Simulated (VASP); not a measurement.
Here is a VASP 6.6.1 calculation.

Contents of INCAR:

```
SYSTEM = TePb
PREC = Accurate
ENCUT = 520
EDIFF = 1E-7
ISMEAR = -1
SIGMA = 0.05
LREAL = .False.
LASPH = .True.
NELM = 80
ALGO = Normal
ISIF = 2
LWAVE = .False.
LCHARG = .False.
GGA = B5
ALDAX = 1.0
AGGAX = 1.0
AGGAC = 1.0
ALDAC = 0.0
IVDW = 13
VDW_S6 = 1.0
VDW_S8 = 2.34076671
VDW_A1 = 0.44488865
VDW_A2 = 4.0933009
NBANDS = 17
```

KPOINTS

```
regular mesh
0
Gamma
  7 7 7
  0 0 0
```

Contents of POSCAR:

```
TePb
1.0
    4.0293973384      0.0000000000      0.0000000000
    0.0000000000      4.0293973384      0.0000000000
    0.0000000000      0.0000000000      4.0293973384
Pb Te
1 1
Direct
    0.0000000000      0.0000000000      0.0000000000
    0.5000000000      0.5000000000      0.5000000000
```

Potentials or basis: VASP PAW PBE potentials, release 64 (Pb_d, Te).

Run with:

```sh
$ cat potpaw_PBE.64/Pb_d/POTCAR potpaw_PBE.64/Te/POTCAR > POTCAR
$ mpirun -np 1 vasp_std > vasp.out
```

(1) Estimate the dispersion energy per atom.

(2) What does it give for the band gap on the k mesh?

(3) What does it give for the pressure?

Answers

(1) -0.902 eV.

(2) zero (band 10 reaches 6.77 eV, above the bottom of band 11 at 6.11 eV).

(3) 0.1 GPa.

Caveat: the PAW data sets were made with another functional, which shifts forces and pressure a little; spin-orbit coupling is left out, which moves the levels of the heavy elements; pairwise dispersion overbinds metals, which lowers pressure and volume.
